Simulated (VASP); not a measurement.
Here is a VASP 6.6.1 calculation.

The input POSCAR:

```
SnH2
1.0
    0.0000000000      3.2920641328      3.2920641328
    3.2920641328      0.0000000000      3.2920641328
    3.2920641328      3.2920641328      0.0000000000
Sn H
2 4
Direct
    0.0000000000      1.0000000000      0.0000000000
    0.2500000000      0.2500000000      0.2500000000
    0.6250000000      0.6250000000      0.1250000000
    0.6250000000      0.1250000000      0.6250000000
    0.6250000000      0.6250000000      0.6250000000
    0.1250000000      0.6250000000      0.6250000000
```

INCAR.step1

```
  PREC = Accurate
  ENCUT = 600
  ISMEAR = 0
  SIGMA = 0.1
  LREAL = False
  LASPH = True
  NELM = 100
  GGA = PE
  ALGO = Normal
  EDIFF = 1E-4
  LWAVE = True
  LCHARG = False
```

File INCAR.step2:

```
  PREC = Accurate
  ENCUT = 600
  EDIFF = 1E-6
  ISMEAR = 0
  SIGMA = 0.1
  LREAL = False
  LASPH = True
  NELM = 100
  ALGO = Normal
  ISIF = 3
  LWAVE = False
  LCHARG = False
  METAGGA = R2SCAN
  LMIXTAU = True
  IBRION = 2
  NSW = 90
  EDIFFG = -0.025
  ISTART = 1
```

The input KPOINTS:

```
Automatic mesh
0
Gamma
  8 8 8
```

Potentials or basis: VASP PAW PBE potentials, release 64 (Sn_d, H).

Run with:

```console
$ cat potpaw_PBE.64/Sn_d/POTCAR potpaw_PBE.64/H/POTCAR > POTCAR
$ cp INCAR.step1 INCAR
$ mpirun -np 1 vasp_std > vasp.out
$ cp INCAR.step2 INCAR
$ mpirun -np 1 vasp_std > vasp.out
```

Problem. What does it give for the band gap on the k mesh?

Solution. Zero (bands 16 and 17 overlap by 1.39 eV).

Final structure:
```
CELL_PARAMETERS angstrom
0.00000 3.29206 3.29206
3.29206 0.00000 3.29206
3.29206 3.29206 0.00000
ATOMIC_POSITIONS crystal
Sn 0.00000 0.00000 0.00000
Sn 0.25000 0.25000 0.25000
H 0.62500 0.62500 0.12500
H 0.62500 0.12500 0.62500
H 0.62500 0.62500 0.62500
H 0.12500 0.62500 0.62500
```

Caveat: the relaxation stopped at its first step, so nothing moved; spin-orbit coupling is left out, which moves the levels of the heavy elements.
